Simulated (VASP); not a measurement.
A run of VASP 6.6.1 is set up as follows.

POSCAR

```
Si
1.0
    0.0000000000      5.4300000000      5.4300000000
    5.4300000000      0.0000000000      5.4300000000
    5.4300000000      5.4300000000      0.0000000000
Si
17
Direct
    0.0022830571     -0.0056580110      0.0022163904
    0.1286446593      0.1213789134      0.1285921731
   -0.0010003683     -0.0001268877      0.5012237569
    0.1281473297      0.1220747698      0.6223394107
    0.0022935543      0.5011511971      0.0022290976
    0.1248450276      0.6251702578      0.1248313996
    0.0022704420      0.5018431860      0.4940227440
    0.1281420810      0.6274133517      0.6223518416
    0.5012984346     -0.0001424494     -0.0010422652
    0.6224023941      0.1221044199      0.1280744015
    0.5008618785     -0.0000160221      0.5007692449
    0.6253929098      0.1246238490      0.6253382136
    0.4940367403      0.5018604972      0.0022238490
    0.6224129834      0.6273953039      0.1280709945
    0.5008574586      0.4983668508      0.5007662983
    0.6224849908      0.6275209024      0.6224534991
    0.8750442910      0.3749844383      0.8749945672
```

File INCAR.step1:

```
SYSTEM = Si
PREC = Accurate ; ENCUT = 520
ISMEAR = -1 ; SIGMA = 0.02
LREAL = Auto ; LASPH = .TRUE.
NELM = 60 ; NBANDS = 48
GGA = PE ; ALGO = Normal
EDIFF = 1E-4 ; LWAVE = .TRUE.
LCHARG = .FALSE.
```

Contents of INCAR.step2:

```
SYSTEM = Si
PREC = Accurate ; ENCUT = 520
EDIFF = 1E-6 ; ISMEAR = -1
SIGMA = 0.02 ; LREAL = Auto
LASPH = .TRUE. ; NELM = 60
ALGO = Normal ; ISIF = 2
LWAVE = .FALSE. ; LCHARG = .FALSE.
METAGGA = R2SCAN ; LMIXTAU = .TRUE.
NBANDS = 48 ; ISTART = 1
```

Contents of KPOINTS:

```
Automatic mesh
0
G
  2 2 2
  0 0 0
```

Potentials or basis: VASP PAW PBE potentials, release 64 (Si).

The run is started by

```console
$ cat potpaw_PBE.64/Si/POTCAR > POTCAR
$ cp INCAR.step1 INCAR
$ mpirun -np 1 vasp_std > vasp.out
$ cp INCAR.step2 INCAR
$ mpirun -np 1 vasp_std > vasp.out
```

(1) What does it give for the pressure?

(2) Predict the largest force.

Results:

(1) 3.9 GPa.

(2) 0.017 eV/Å.

Caveat: the k points lie up to 0.50 Å⁻¹ apart; the PAW data sets were made with another functional, which shifts forces and pressure a little.
